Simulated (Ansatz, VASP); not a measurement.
# CdAu: VASP beside Ansatz

```
Cd Au
1.0
     3.09033    0.00000    0.00000
    -1.54517    2.67631    0.00000
     0.00000    0.00000    4.60128
Cd Au
1 1
Direct
  0.00000 0.00000 0.00000
  0.33333 0.66667 0.50000
```

Alike in both runs: task single point; functional LDA; k mesh 6 × 6 × 4; occupations gaussian, width 0.1 eV; no spin polarisation.

```csv
,VASP,Ansatz
version,VASP 6.6.1,Ansatz 0.2.0
potentials or method,"VASP PAW LDA potentials, release 64 (Cd, Au), cutoff 500 eV","scalar-relativistic, plane waves, PAW"
valence electrons in the cell,23,39
```

|  | VASP | Ansatz | Ansatz less VASP |
| --- | --- | --- | --- |
| gap on the k mesh at the Fermi level (eV) | none | none | - |
| pressure (GPa) | -6.8 | -7.5 | -0.75 |
| traceless stress, the component that is largest in VASP (GPa) | 1.21 | 0.88 | -0.329 |

LDA's correlation is that of Perdew and Zunger in VASP and of Perdew and Wang (1992) in Ansatz. A gap of «none» marks a metal or a gap that the smearing closes. VASP's potentials hold 23 valence electrons a cell and Ansatz's 39, so a difference there can come from the potentials and not from the codes.

The k mesh is coarse, so the values compare programs but aren't converged. Spin-orbit coupling is off throughout.
